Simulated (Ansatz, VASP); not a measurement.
## One calculation of AlN, two programs

```
Al N
1.0
     0.00000    2.01887    2.05925
     2.01887    0.00000    2.05925
     2.01887    2.01887    0.00000
Al N
1 1
Direct
  0.00000 0.00000 0.00000
  0.50000 0.50000 0.50000
```

Change from the starting cell: uniaxial_z strain +2.0%.

Alike in both runs: task single point; functional PBE; k mesh 10 × 10 × 10; occupations fermi-dirac, width 0.02 eV; no spin polarisation.

```csv
,VASP,Ansatz
version,VASP 6.6.1,Ansatz 0.2.0
potentials or method,"VASP PAW PBE potentials, release 64 (Al, N)","plane waves, PAW"
plane-wave cutoff (eV),520,420
valence electrons in the cell,8,8
```

Ansatz gave:

```
gap on the k mesh at the Fermi level (eV)                     : 4.33
pressure (GPa)                                                : 1.3
traceless stress, the component that is largest in VASP (GPa) : -3.36
```

Q: What did VASP give for the same quantities?

A: gap on the k mesh at the Fermi level (eV): 4.31; pressure (GPa): 1.0; traceless stress, the component that is largest in VASP (GPa): -3.35.
